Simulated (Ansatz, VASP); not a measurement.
# Two plane-wave programs on CuSi3B

```
CELL_PARAMETERS angstrom
3.12659 0.00000 0.00000
0.00000 3.12659 0.00000
0.00000 0.00000 6.63673
ATOMIC_POSITIONS crystal
Si 0.50000 0.50000 0.70022
Si 0.50000 0.50000 0.29978
Si 0.00000 0.00000 0.50000
Cu 0.00000 0.00000 0.00000
B 0.50000 0.50000 0.00000
```

Alike in both runs: task relaxation of cell and atoms; functional PBE; k mesh 12 × 12 × 6; occupations gaussian, width 0.1 eV; no spin polarisation.

```csv
,VASP,Ansatz
version,VASP 6.6.1,Ansatz 0.2.0
potentials or method,"VASP PAW PBE potentials, release 64 (Si, Cu, B), cutoff 600 eV","scalar-relativistic, plane waves, PAW"
valence electrons in the cell,26,34
```

|  | VASP | Ansatz | Ansatz less VASP |
| --- | --- | --- | --- |
| gap on the k mesh at the Fermi level, each at its own relaxed structure (eV) | none | none | - |
| relaxed volume (Å³/atom) | 12.99 | 12.99 | 0.000 |
| relaxed length of the cell vector where the two differ most in proportion (Å) | 6.668 | 6.676 | +0.0076 |

A gap of «none» marks a metal or a gap that the smearing closes. VASP's potentials hold 26 valence electrons a cell and Ansatz's 34, so a difference there can come from the potentials and not from the codes.
